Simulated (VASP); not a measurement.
# BaTiO3 (P4mm) in VASP: single point with PBE+D4

Aim: the single point of BaTiO3 with PBE+D4.

Program: VASP 6.6.1. These are calculated values, not measurements. Logs are shortened: lines on timing, memory, paths and dates and some standing lists are left out, and cuts for length are marked.

### 1 The cell of the first run

It takes space group P4mm (No. 99, tetragonal). Conventional cell: a = 4.000 Å, b = 4.000 Å, c = 4.018 Å, α = 90.00°, β = 90.00°, γ = 90.00°. Ba (site symmetry 4mm) has 12 O at 2.79 to 2.88 Å and 8 Ti at 3.45 to 3.49 Å within 3.7 Å. Within 2.5 Å of Ti (site symmetry 4mm) lie 6 O at 1.89 to 2.13 Å. O (site symmetry 4mm) has 2 Ti at 1.89 to 2.13 Å within 2.5 Å. O (site symmetry 2mm) has 2 Ti at 2.00 Å within 2.7 Å.

### 2 Single point, PBE+D4

INCAR

```
ALGO = Normal
EDIFF = 1E-6
ENCUT = 520
GGA = PE
ISIF = 2
ISMEAR = 0
IVDW = 13
LASPH = True
LCHARG = False
LREAL = False
LWAVE = False
NBANDS = 28
NELM = 60
PREC = Accurate
SIGMA = 0.01
```

KPOINTS

```
k-points
0
Gamma
  6 6 6
```

POSCAR

```
BaTiO3
1.0
    3.9998000000      0.0000000000      0.0000000000
    0.0000000000      3.9998000000      0.0000000000
    0.0000000000      0.0000000000      4.0180000000
Ba Ti O
1 1 3
Direct
    0.0000000000      0.0000000000      0.0000000000
    0.5000000000      0.5000000000      0.4900000000
    0.5000000000      0.5000000000      0.0190000000
    0.5000000000      0.0000000000      0.5170000000
    0.0000000000      0.5000000000      0.5170000000
```

Potentials or basis: VASP PAW PBE potentials, release 64 (Ba_sv, Ti_sv, O).

The run is started by

```bash
cat potpaw_PBE.64/Ba_sv/POTCAR potpaw_PBE.64/Ti_sv/POTCAR potpaw_PBE.64/O/POTCAR > POTCAR
mpirun -np 1 vasp_std > vasp.out
```

OUTCAR:

```text
EDIFF = 1E-6
   ENCUT = 520
   GGA = PE
   ISIF = 2
   ISMEAR = 0
   IVDW = 13
   LASPH = True
   LREAL = False
   NELM = 60
   PREC = Accurate

 ion  position               nearest neighbor table
   1  0.000  0.000  0.000-   4 2.79   5 2.79   5 2.79   4 2.79   3 2.83   3 2.83   3 2.83   3 2.83
                             4 2.88   5 2.88   5 2.88   4 2.88   2 3.45   2 3.45   2 3.45   2 3.45
   2  0.500  0.500  0.490-   3 1.89   4 2.00   5 2.00   4 2.00   5 2.00   3 2.13   1 3.45   1 3.45
                             1 3.45   1 3.45   1 3.49   1 3.49   1 3.49   1 3.49
   3  0.500  0.500  0.019-   2 1.89   2 2.13   1 2.83   1 2.83   1 2.83   1 2.83
   4  0.500  0.000  0.517-   2 2.00   2 2.00   1 2.79   1 2.79   1 2.88   1 2.88
   5  0.000  0.500  0.517-   2 2.00   2 2.00   1 2.79   1 2.79   1 2.88   1 2.88

  LATTYP: Found a simple tetragonal cell.
 ALAT       =     3.9998000000
 C/A-ratio  =     1.0045502275

  Lattice vectors:

 A1 = (   3.9998000000,   0.0000000000,   0.0000000000)
 A2 = (   0.0000000000,   3.9998000000,   0.0000000000)
 A3 = (   0.0000000000,   0.0000000000,   4.0180000000)

Analysis of symmetry for initial positions (statically):
=====================================================================
 Subroutine PRICEL returns:
 Original cell was already a primitive cell.

 Routine SETGRP: Setting up the symmetry group for a
 simple tetragonal supercell.

 Subroutine GETGRP returns: Found  8 space group operations
 (whereof  8 operations were pure point group operations)
 out of a pool of 16 trial point group operations.

The static configuration has the point symmetry C_4v.

Analysis of symmetry for dynamics (positions and initial velocities):
=====================================================================
 Subroutine PRICEL returns:
 Original cell was already a primitive cell.

 Routine SETGRP: Setting up the symmetry group for a
 simple tetragonal supercell.

 Subroutine GETGRP returns: Found  8 space group operations
 (whereof  8 operations were pure point group operations)
 out of a pool of 16 trial point group operations.

The dynamic configuration has the point symmetry C_4v.

 Subroutine INISYM returns: Found  8 space group operations
 (whereof  8 operations are pure point group operations),
 and found     1 'primitive' translations

----------------------------------------------------------------------------------------

                                     Primitive cell

  volume of cell :      64.2816

  direct lattice vectors                    reciprocal lattice vectors
     3.999800000  0.000000000  0.000000000     0.250012501  0.000000000  0.000000000
     0.000000000  3.999800000  0.000000000     0.000000000  0.250012501  0.000000000
     0.000000000  0.000000000  4.018000000     0.000000000  0.000000000  0.248880040

  length of vectors
     3.999800000  3.999800000  4.018000000     0.250012501  0.250012501  0.248880040

  position of ions in fractional coordinates (direct lattice)
     0.000000000  0.000000000  0.000000000
     0.500000000  0.500000000  0.490000000
     0.500000000  0.500000000  0.019000000
     0.500000000  0.000000000  0.517000000
     0.000000000  0.500000000  0.517000000

  ion indices of the primitive-cell ions
   primitive index   ion index
                 1           1
                 2           2
                 3           3
                 4           4
                 5           5

----------------------------------------------------------------------------------------

 KPOINTS: k-points

Automatic generation of k-mesh.
 Grid dimensions read from file:
 generate k-points for:    6    6    6

 Generating k-lattice:

  Cartesian coordinates                     Fractional coordinates (reciprocal lattice)
     0.041668750  0.000000000  0.000000000     0.166666667  0.000000000  0.000000000
     0.000000000  0.041668750  0.000000000     0.000000000  0.166666667  0.000000000
     0.000000000  0.000000000  0.041480007     0.000000000  0.000000000  0.166666667

  Length of vectors
     0.041668750  0.041668750  0.041480007

  Shift w.r.t. Gamma in fractional coordinates (k-lattice)
     0.000000000  0.000000000  0.000000000

 Subroutine IBZKPT returns following result:
 ===========================================

 Found     40 irreducible k-points:

 Following reciprocal coordinates:
            Coordinates               Weight
  0.000000  0.000000  0.000000      1.000000
  0.166667  0.000000  0.000000      4.000000
  0.333333  0.000000  0.000000      4.000000
  0.500000  0.000000  0.000000      2.000000
  0.166667  0.166667  0.000000      4.000000
  0.333333  0.166667  0.000000      8.000000
[... 16 lines left out ...]
  0.333333  0.000000  0.333333      8.000000
  0.500000  0.000000  0.333333      4.000000
 [... further k-points ...]
   k-points           NKPTS =     40   k-points in BZ     NKDIM =     40   number of bands    NBANDS=     28
   number of dos      NEDOS =    301   number of ions     NIONS =      5
   total plane-waves  NPLWV =  27000
   dimension x,y,z NGX =    30 NGY =   30 NGZ =   30
   dimension x,y,z NGXF=    60 NGYF=   60 NGZF=   60
   ions per type =               1   1   3
   NGX,Y,Z   is equivalent  to a cutoff of  12.47, 12.47, 12.41 a.u.
   NGXF,Y,Z  is equivalent  to a cutoff of  24.94, 24.94, 24.83 a.u.
 SYSTEM =  unknown system
   PREC   = accura    normal or accurate (medium, high low for compatibility)
   ISTART =      0    job   : 0-new  1-cont  2-samecut
   ICHARG =      2    charge: 1-file 2-atom 10-const
   ISPIN  =      1    spin polarized calculation?
   LNONCOLLINEAR =      F non collinear calculations
   LSORBIT =      F    spin-orbit coupling
   LASPH  =      T    aspherical Exc in radial PAW
   ENCUT  =  520.0 eV  38.22 Ry    6.18 a.u.   7.44  7.44  7.47*2*pi/ulx,y,z
   NELM   =     60;   NELMIN=  2; NELMDL= -5     # of ELM steps
   EDIFF  = 0.1E-05   stopping-criterion for ELM
   LREAL  =      F    real-space projection
   EDIFFG = 0.1E-04   stopping-criterion for IOM
   NSW    =      0    number of steps for IOM
   IBRION =     -1    ionic relax: 0-MD 1-quasi-New 2-CG
   NFREE  =      0    steps in history (QN), initial steepest desc. (CG)
   ISIF   =      2    stress and relaxation
   ISYM   =      2    0-nonsym 1-usesym 2-fastsym
   POTIM  = 0.5000    time-step for ionic-motion
   TEBEG  =    0.0;   TEEND  =   0.0 temperature during run
   PSTRESS=    0.0 pullay stress
   NELECT =      40.0000    total number of electrons
   NUPDOWN=      -1.0000    fix difference up-down
   EMIN   =  10.00;   EMAX   =-10.00  energy-range for DOS
   EFERMI =   0.00;   METHOD = LEGACY
   ISMEAR =     0;   SIGMA  =   0.01  broadening in eV -4-tet -1-fermi 0-gaus
   EFERMI_NEDOS =   21; number of points for ismear=-14 and -15
   IALGO  =     38    algorithm
   IMIX   =      4    mixing-type and parameters
     AMIX     =   0.40;   BMIX     =  1.00
     AMIX_MAG =   1.60;   BMIX_MAG =  1.00
  volume/ion in A,a.u.               =      12.86        86.76
  Fermi-wavevector in a.u.,A,eV,Ry     =   1.397653  2.641181 26.578078  1.953434
  Thomas-Fermi vector in A             =   2.520888
   LORBIT       =      0    0 simple, 1 ext, 2 COOP (PROOUT), +10 PAW based schemes
   GGA     = PE    functional components
   LHFCALC =     F    Hartree Fock is set to
   AEXX    =    0.0000 exact exchange contribution
   IVDW    =    13    specifies the selected vdW correction
   LEPSILON=     F    determine dielectric tensor
   LRPA    =     F    only Hartree local field effects (RPA)
 non-spin polarized calculation
 Gauss-broadening in eV      SIGMA  =   0.01
  energy-cutoff  :      520.00
  volume of cell :       64.28
 maximum number of plane-waves:      1751
 NGX is ok and might be reduce to    30
   NGX = 15   NGY = 15   NGZ = 15

 number of electron      39.9999977 magnetization

 Free energy of the ion-electron system (eV)
  ---------------------------------------------------
  ext. energy  EPLUGINS =         0.00000000
  ---------------------------------------------------
  free energy    TOTEN  =       -39.98206467 eV

  energy without entropy =      -39.98206467  energy(sigma->0) =      -39.98206467

 E-fermi :   3.9373     XC(G=0): -11.2422

 val. band max:        3.8480332968   @ k =   0.5000   0.5000   0.5000
 cond. band min:       5.6184437531   @ k =   0.0000   0.0000   0.0000
 fundamental gap:      1.7704104563
 Fermi energy:         3.9372773726

 k-point     1 :       0.0000    0.0000    0.0000
  band No.  band energies     occupation
      1     -52.7548      2.00000
      2     -28.9957      2.00000
      3     -28.9659      2.00000
      4     -28.9659      2.00000
      5     -21.0129      2.00000
      6     -13.0749      2.00000
[... 20 lines left out ...]
     27       8.8947      0.00000
     28      11.1448      0.00000

 k-point     2 :       0.1667    0.0000    0.0000
  band No.  band energies     occupation
      1     -52.7546      2.00000
      2     -28.9952      2.00000
      3     -28.9791      2.00000
      4     -28.9654      2.00000
      5     -20.9836      2.00000
      6     -13.1005      2.00000
[... 20 lines left out ...]
     27       9.4028      0.00000
     28      11.7945      0.00000

 k-point     3 :       0.3333    0.0000    0.0000
  band No.  band energies     occupation
      1     -52.7541      2.00000
      2     -29.0054      2.00000
      3     -28.9942      2.00000
      4     -28.9644      2.00000
      5     -20.9238      2.00000
      6     -13.2274      2.00000
[... 20 lines left out ...]
     27      10.6254      0.00000
     28      12.0983      0.00000

 k-point     4 :       0.5000    0.0000    0.0000
  band No.  band energies     occupation
      1     -52.7538      2.00000
      2     -29.0185      2.00000
      3     -28.9937      2.00000
      4     -28.9639      2.00000
      5     -20.8932      2.00000
      6     -13.3108      2.00000
[... 578 lines left out ...]
     27      11.1315      0.00000
     28      12.4595      0.00000

 k-point    23 :       0.3333    0.0000    0.3333
  band No.  band energies     occupation
      1     -52.7533      2.00000
      2     -29.0313      2.00000
      3     -29.0032      2.00000
      4     -28.9630      2.00000
      5     -20.8610      2.00000
      6     -12.9355      2.00000
[... 20 lines left out ...]
     27      12.2124      0.00000
     28      12.4966      0.00000

 k-point    24 :       0.5000    0.0000    0.3333
  band No.  band energies     occupation
      1     -52.7531      2.00000
      2     -29.0305      2.00000
      3     -29.0160      2.00000
      4     -28.9625      2.00000
      5     -20.8386      2.00000
      6     -12.8914      2.00000
[... 20 lines left out ...]
     27      11.9731      0.00000
     28      13.2628      0.00000

 [... further k-points ...]

------------------------ aborting loop because EDIFF is reached ----------------------------------------

  DFT-D4 for vdW energy calculation

  Edisp (eV):   -1.07572

  FORCE on cell =-STRESS in cart. coord.  units (eV):
  Direction    XX          YY          ZZ          XY          YZ          ZX
  --------------------------------------------------------------------------------------
  -------------------------------------------------------------------------------------
  Total       0.41030     0.41030     0.79228     0.00000     0.00000     0.00000
  in kB      10.22659    10.22659    19.74713     0.00000     0.00000     0.00000
  external pressure =       13.40 kB  Pullay stress =        0.00 kB

 VOLUME and BASIS-vectors are now :
 -----------------------------------------------------------------------------
  energy-cutoff  :      520.00
  volume of cell :       64.28
      direct lattice vectors                 reciprocal lattice vectors
     3.999800000  0.000000000  0.000000000     0.250012501  0.000000000  0.000000000
     0.000000000  3.999800000  0.000000000     0.000000000  0.250012501  0.000000000
     0.000000000  0.000000000  4.018000000     0.000000000  0.000000000  0.248880040

 POSITION                                       TOTAL-FORCE (eV/Angst)
 -----------------------------------------------------------------------------------
      0.00000      0.00000      0.00000        -0.000000     -0.000000      0.065250
      1.99990      1.99990      1.96882        -0.000000      0.000000     -0.127121
      1.99990      1.99990      0.07634        -0.000000      0.000000      0.294489
      1.99990      0.00000      2.07731        -0.000000     -0.000000     -0.116309
      0.00000      1.99990      2.07731         0.000000     -0.000000     -0.116309
 -----------------------------------------------------------------------------------
    total drift:                                0.000000      0.000000      0.000214

  FREE ENERGIE OF THE ION-ELECTRON SYSTEM (eV)
  ---------------------------------------------------
  free  energy   TOTEN  =       -41.0577863375 eV

  energy  without entropy=      -41.0577863375  energy(sigma->0) =      -41.05778634
```

It took 93 s on 1 thread of Intel Xeon 6975P-C, shared host; peak memory 0.22 GiB.

Results:

| Quantity | Value |
| --- | --- |
| Free energy | -41.0578 eV |
| Pressure | 1.3 GPa |
| Largest force | 0.294 eV/Å |
| Band gap on the k mesh | 1.77 eV, indirect (least direct gap 2.06 eV) |
| Dispersion energy per atom | -0.215 eV |

Forces on the atoms (eV/Å):
```
Ba   0.000  0.000  0.065
Ti   0.000  0.000 -0.127
O    0.000  0.000  0.294
O    0.000  0.000 -0.116
O    0.000  0.000 -0.116
```

Stress tensor (GPa, compression positive):
```
1.02 0.00 0.00
0.00 1.02 0.00
0.00 0.00 1.97
```

Caveat: spin-orbit coupling is left out, which moves the levels of the heavy elements. A k mesh can miss the band edges.
